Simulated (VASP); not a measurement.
Set up this calculation in VASP 6.6.1, as the native input.

```
Task                   : single point
Functional             : LDA
Potentials or basis    : VASP PAW LDA potentials, release 64 (Cs_sv)
Cutoff                 : 520 eV
k mesh                 : 9 × 9 × 4
Occupations            : gaussian, width 0.1 eV
Spin                   : no spin polarisation
Dipole correction      : no
Further INCAR settings : ALGO = Fast; EDIFF = 1e-07; NBANDS = 26
```

The structure of Cs lies in POSCAR:

```
Cs
1.0
    5.7284330995      0.0000000000      0.0000000000
   -2.8642165498      4.9609685881      0.0000000000
    0.0000000000      0.0000000000     17.3954633997
Cs
4
Direct
    0.0000000000      0.0000000000      0.0000000000
    0.3333333300      0.6666666700      0.2500000000
    0.0000000000      0.0000000000      0.5000000000
    0.6666666700      0.3333333300      0.7500000000
```

This isn't the form of Cs at room conditions, which is bcc.

This cell differs from its parent crystal: strained.

One way to write it, as run:

INCAR

```
SYSTEM = Cs
PREC     = Accurate       ! precision mode
ENCUT    = 520            ! plane-wave cutoff, eV
EDIFF    = 1E-7           ! SCF threshold, eV
ISMEAR   = 0              ! smearing method
SIGMA    = 0.1            ! smearing width, eV
LREAL    = .FALSE.        ! projectors in reciprocal space
LASPH    = .TRUE.         ! aspherical terms in the spheres
NELM     = 60             ! most SCF steps
ALGO     = Fast           ! electronic algorithm
ISIF     = 2              ! what is computed and relaxed
LWAVE    = .FALSE.        ! write WAVECAR
LCHARG   = .FALSE.        ! write CHGCAR
NBANDS   = 26             ! bands
```

KPOINTS

```
regular mesh
0
G
  9 9 4
  0 0 0
```

Potentials or basis: VASP PAW LDA potentials, release 64 (Cs_sv).

Run with:

```sh
$ cat potpaw_LDA.64/Cs_sv/POTCAR > POTCAR
$ mpirun -np 1 vasp_std > vasp.out
```

It gave:

| Property | Result |
| --- | --- |
| Pressure | -0.4 GPa |
| Band gap on the k mesh | zero (bands 18 and 19 overlap by 1.54 eV) |

Caveat: the cell differs from its parent crystal (strained); spin-orbit coupling is left out, which moves the levels of the heavy elements.

Wall time 4.8 min on 1 thread of Intel(R) Xeon(R) 6975P-C (Granite Rapids), on a shared host, peak memory 0.66 GiB.
